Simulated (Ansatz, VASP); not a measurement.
## One calculation of C, two programs

```
CELL_PARAMETERS angstrom
1.78340 -1.78340 0.00000
1.78340 0.00000 -1.78340
10.40329 5.49876 5.49876
ATOMIC_POSITIONS crystal
C 0.41836 0.41836 0.27087
C 0.90448 0.90448 0.10420
C 0.93225 0.93225 0.43753
C 0.96001 0.96001 0.77087
C 0.44613 0.44613 0.60420
C 0.47390 0.47390 0.93753
C 0.30378 0.30378 0.39587
C 0.78989 0.78989 0.22920
C 0.81766 0.81766 0.56253
C 0.84543 0.84543 0.89587
C 0.33154 0.33154 0.72920
C 0.27601 0.27601 0.06253
```

Alike in both runs: task single point; functional PBE; k mesh 10 × 10 × 2; occupations gaussian, width 0.05 eV; no spin polarisation.

```csv
,VASP,Ansatz
version,VASP 6.6.1,Ansatz 0.2.0
potentials or method,"VASP PAW PBE potentials, release 64 (C), cutoff 520 eV","scalar-relativistic, plane waves, PAW"
valence electrons in the cell,48,48
```

|  | VASP | Ansatz | Ansatz less VASP |
| --- | --- | --- | --- |
| gap on the k mesh at the Fermi level (eV) | 3.22 | 3.22 | +0.007 |
| least direct gap on the mesh (eV) | 5.14 | 5.14 | +0.005 |
| pressure (GPa) | 2.4 | 1.7 | -0.67 |
| traceless stress, the component that is largest in VASP (GPa) | 10.77 | 10.77 | +0.005 |
| rms of the force components (eV/Å) | 0.630 | 0.632 | +0.0016 |

Atom by atom the forces differ by 0.003 eV/Å (rms over components). The functional is the same, so the differences come from potentials, cutoffs and numerics.
